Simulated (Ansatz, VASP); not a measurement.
# CdSe: VASP beside Ansatz

INCAR

```
SYSTEM = CdSe
PREC     = Accurate       ! precision mode
ENCUT    = 520            ! plane-wave cutoff, eV
EDIFF    = 1E-6           ! SCF threshold, eV
ISMEAR   = -1             ! smearing method
SIGMA    = 0.05           ! smearing width, eV
LREAL    = .False.        ! projectors in reciprocal space
LASPH    = .True.         ! aspherical terms in the spheres
NELM     = 60             ! most SCF steps
ALGO     = Normal         ! electronic algorithm
ISIF     = 2              ! what is computed and relaxed
LWAVE    = .False.        ! write WAVECAR
LCHARG   = .False.        ! write CHGCAR
GGA      = PS             ! functional
NBANDS   = 16             ! bands
```

Contents of KPOINTS:

```
regular mesh
0
Gamma
  12 12 12
  0 0 0
```

The input POSCAR:

```
CdSe
1.0
    0.0000000000      2.4249489954      2.4249489954
    2.4249489954      0.0000000000      2.4249489954
    2.4249489954      2.4249489954      0.0000000000
Cd Se
1 1
Direct
    0.0000000000      0.0000000000      0.0000000000
    0.5000000000      0.5000000000      0.5000000000
```

Input for Ansatz:

```yaml
crystal:
  lattice:
    - [0.0, 2.4249489954, 2.4249489954]
    - [2.4249489954, 0.0, 2.4249489954]
    - [2.4249489954, 2.4249489954, 0.0]
  atoms:
    - { symbol: Cd, position: [0.0, 0.0, 0.0] }
    - { symbol: Se, position: [0.5, 0.5, 0.5] }
kpoints:
  mp_grid: { grid: [12, 12, 12] }
scf:
  occupations: { method: fermi_dirac, width: 0.05 }
hamiltonian:
  xc: pbesol
  pseudopotentials: { kind: paw }
output:
  forces: true
  stress: true
  eigenvalues: true
  populations: true
```

Change from the starting cell: volume scaled by 0.64, PAW files.

Alike in both runs: task single point; functional PBEsol; k mesh 12 × 12 × 12; occupations fermi-dirac, width 0.05 eV; no spin polarisation.

|  | VASP | Ansatz |
| --- | --- | --- |
| version | VASP 6.6.1 | Ansatz 0.2.0 |
| potentials or method | VASP PAW PBE potentials, release 64 (Cd, Se) | PAW with Ansatz's default frozen-core files, scalar-relativistic |
| plane-wave cutoff (eV) | 520 | 420 |
| valence electrons in the cell | 18 | 36 |

Ansatz gave:

- pressure (GPa): 92.0

Problem. Estimate VASP's values.

Solution. Pressure (GPa): 95.7.

VASP's potentials were made for PBE, not for PBEsol. Both programs put the cell under a high pressure, so it lies far from rest at this level. The functional is the same, so the differences come from potentials, cutoffs and numerics. VASP's potentials hold 18 valence electrons a cell and Ansatz's 36, so a difference there can come from the potentials and not from the codes.

Noted on VASP's run: the cell as given lies far from equilibrium.
